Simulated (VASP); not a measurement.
Input of a VASP 6.6.1 run:

The input INCAR:

```
SYSTEM = YbOs3
ALGO = Normal
EDIFF = 1E-6
ENCUT = 520
GGA = PE
ISIF = 2
ISMEAR = 0
LASPH = .True.
LCHARG = .False.
LREAL = .False.
LWAVE = .False.
NBANDS = 32
NELM = 80
PREC = Accurate
SIGMA = 0.05
```

File KPOINTS:

```
k-points
0
Gamma
  8 8 8
  0 0 0
```

File POSCAR:

```
YbOs3
1.0
    3.9856926607      0.0000000000      0.0000000000
    0.0000000000      3.9856926607      0.0000000000
    0.0000000000      0.0000000000      3.9856926607
Yb Os
1 3
Direct
    0.0000000000      0.0000000000      0.0000000000
    0.0000000000      0.5000000000      0.5000000000
    0.5000000000      0.5000000000      0.0000000000
    0.5000000000      0.0000000000      0.5000000000
```

Potentials or basis: VASP PAW PBE potentials, release 64 (Yb, Os).

Run with:

```sh
$ cat potpaw_PBE.64/Yb/POTCAR potpaw_PBE.64/Os/POTCAR > POTCAR
$ mpirun -np 1 vasp_std > vasp.out
```

Task: Predict the band gap on the k mesh.

Result: Zero (bands 24 and 25 overlap by 2.75 eV).

Task: What does it give for the pressure?

Result: 5.2 GPa.

Caveat: the cell stands under pressure; spin-orbit coupling is left out, which moves the levels of the heavy elements. Spin polarisation is off, so any magnetic state and its effect on volume and gap are missing.
